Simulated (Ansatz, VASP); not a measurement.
## HgTe: VASP beside Ansatz

Contents of INCAR:

```
PREC     = Accurate       # precision mode
ENCUT    = 520            # plane-wave cutoff, eV
EDIFF    = 1E-6           # SCF threshold, eV
ISMEAR   = -1             # smearing method
SIGMA    = 0.02           # smearing width, eV
LREAL    = F              # projectors in reciprocal space
LASPH    = T              # aspherical terms in the spheres
NELM     = 100            # most SCF steps
ALGO     = Normal         # electronic algorithm
ISIF     = 2              # what is computed and relaxed
LWAVE    = F              # write WAVECAR
LCHARG   = T              # write CHGCAR
GGA      = PE             # functional
LELF     = T              # ELF
LVHAR    = T            
NBANDS   = 16             # bands
```

The input KPOINTS:

```
regular mesh
0
Gamma
  6 6 6
```

Contents of POSCAR:

```
HgTe
1.0
    0.0000000000      3.2036397821      3.2036397821
    3.2036397821      0.0000000000      3.2036397821
    3.2036397821      3.2036397821      0.0000000000
Hg Te
1 1
Direct
    0.0000000000      0.0000000000      0.0000000000
    0.2500000000      0.2500000000      0.2500000000
```

Input for Ansatz:

```yaml
crystal:
  lattice:
    - [0.0, 3.2036397821, 3.2036397821]
    - [3.2036397821, 0.0, 3.2036397821]
    - [3.2036397821, 3.2036397821, 0.0]
  atoms:
    - { symbol: Hg, position: [0.0, 0.0, 0.0] }
    - { symbol: Te, position: [0.25, 0.25, 0.25] }
kpoints:
  mp_grid: { grid: [6, 6, 6] }
  band_path:
    path:
      - [0.0, 0.0, 0.0]
      - [-0.5, -0.5, 0.0]
      - [-0.375, -0.375, 0.25]
      - [-0.375, 0.0, 0.375]
      - [0.0, 0.0, 0.5]
      - [-0.5, -0.25, 0.25]
    npoints: 1
hamiltonian:
  xc: pbe
scf:
  occupations: { method: fermi_dirac, width: 0.02 }
  n_extra_bands: 4
output:
  forces: true
  stress: true
  eigenvalues: true
```

Change from the starting cell: hydrostatic strain -2.6%.

Alike in both runs: task single point; functional PBE; k mesh 6 × 6 × 6; occupations fermi-dirac, width 0.02 eV; no spin polarisation.

```csv
,VASP,Ansatz
version,VASP 6.6.1,Ansatz 0.2.0
potentials or method,"VASP PAW PBE potentials, release 64 (Hg, Te)","plane waves, PAW"
plane-wave cutoff (eV),520,420
valence electrons in the cell,18,36
```

```csv
,VASP,Ansatz,Ansatz less VASP
pressure (GPa),5.3,5.2,-0.08
```

VASP's potentials hold 18 valence electrons a cell and Ansatz's 36, so a difference there can come from the potentials and not from the codes.

Neither program's run includes spin-orbit coupling.
